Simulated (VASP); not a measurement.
Input of a VASP 6.6.1 run:

File INCAR:

```
SYSTEM = HfSiF
PREC     = Accurate       ! precision mode
ENCUT    = 600            ! plane-wave cutoff, eV
EDIFF    = 1E-7           ! SCF threshold, eV
ISMEAR   = 0              ! smearing method
SIGMA    = 0.1            ! smearing width, eV
LREAL    = .FALSE.        ! projectors in reciprocal space
LASPH    = .TRUE.         ! aspherical terms in the spheres
NELM     = 100            ! most SCF steps
ALGO     = Normal         ! electronic algorithm
ISIF     = 3              ! what is computed and relaxed
LWAVE    = .FALSE.        ! write WAVECAR
LCHARG   = .FALSE.        ! write CHGCAR
GGA      = PE             ! functional
IBRION   = 2              ! ionic algorithm
NSW      = 90             ! ionic steps
EDIFFG   = -0.04          ! ionic threshold
```

KPOINTS

```
regular mesh
0
G
  6 6 4
  0 0 0
```

The input POSCAR:

```
HfSiF
1.0
    3.9589590700      0.0000000000      0.0000000000
   -1.9794795400      3.4285591300      0.0000000000
    0.0000000000      0.0000000000      6.4869598200
Hf Si F
2 2 2
Direct
    0.0000000000      0.0000000000      0.4977640500
    0.0000000000      0.0000000000      0.9977640500
    0.6666666700      0.3333333300      0.8227249400
    0.3333333300      0.6666666700      0.3227249400
    0.3333333300      0.6666666700      0.7242910300
    0.6666666700      0.3333333300      0.2242910300
```

Potentials or basis: VASP PAW PBE potentials, release 64 (Hf_pv, Si, F).

Run with:

```sh
$ cat potpaw_PBE.64/Hf_pv/POTCAR potpaw_PBE.64/Si/POTCAR potpaw_PBE.64/F/POTCAR > POTCAR
$ mpirun -np 1 vasp_std > vasp.out
```

(1) Estimate the space group after relaxing (to 0.05 Å).

(2) What does it give for the band gap on the k mesh?

(3) Predict the relaxed cell.

(4) Estimate the relaxed volume.

Answers

(1) P6_3mc (No. 186).

(2) zero (band 21 reaches 6.95 eV, above the bottom of band 22 at 4.74 eV).

(3) a = 3.707 Å, b = 3.707 Å, c = 8.082 Å, α = 90.00°, β = 90.00°, γ = 120.00°.

(4) 16.03 Å³/atom.

Caveat: spin-orbit coupling is left out, which moves the levels of the heavy elements.
